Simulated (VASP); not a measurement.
BN: single point with r2SCAN

Crystal: BN.

```
B N
1.0
     0.00000    1.74583    1.74583
     1.74583    0.00000    1.74583
     1.74583    1.74583    0.00000
B N
1 1
Direct
  0.00000 0.00000 0.00000
  0.50000 0.50000 0.50000
```

- Program: VASP 6.6.1
- Task: single point
- Functional: r2SCAN
- Potentials or basis: VASP PAW PBE potentials, release 64 (B, N)
- Cutoff: 520 eV
- k mesh: 12 × 12 × 12
- Occupations: gaussian, width 0.01 eV
- Spin: no spin polarisation

```
Pressure               : 0.4 GPa
Band gap on the k mesh : 1.33 eV, indirect (least direct gap 6.51 eV)
```

Levels at points of the mesh, in eV from the valence-band top:
```tsv
k point	band 1	band 2	band 3	band 4	band 5	band 6	band 7	band 8
(0.00, 0.00, 0.00)	-23.72	-0.92	-0.92	-0.92	9.82	13.15	13.15	13.15
(0.50, 0.00, 0.00)	-18.35	-13.17	-0.74	-0.74	5.77	5.77	7.93	14.69
(0.50, 0.50, 0.00)	-15.52	-12.34	-5.91	-5.91	1.33	9.59	15.87	15.87
```

Wall time 21 s on 1 thread of Intel(R) Xeon(R) Platinum 8488C (Sapphire Rapids), with other jobs on the host, peak memory 0.11 GiB.

Caveat: the PAW data sets were made with another functional, which shifts forces and pressure a little. r2SCAN opens gaps a little over a GGA but as a rule still falls short of measured ones.
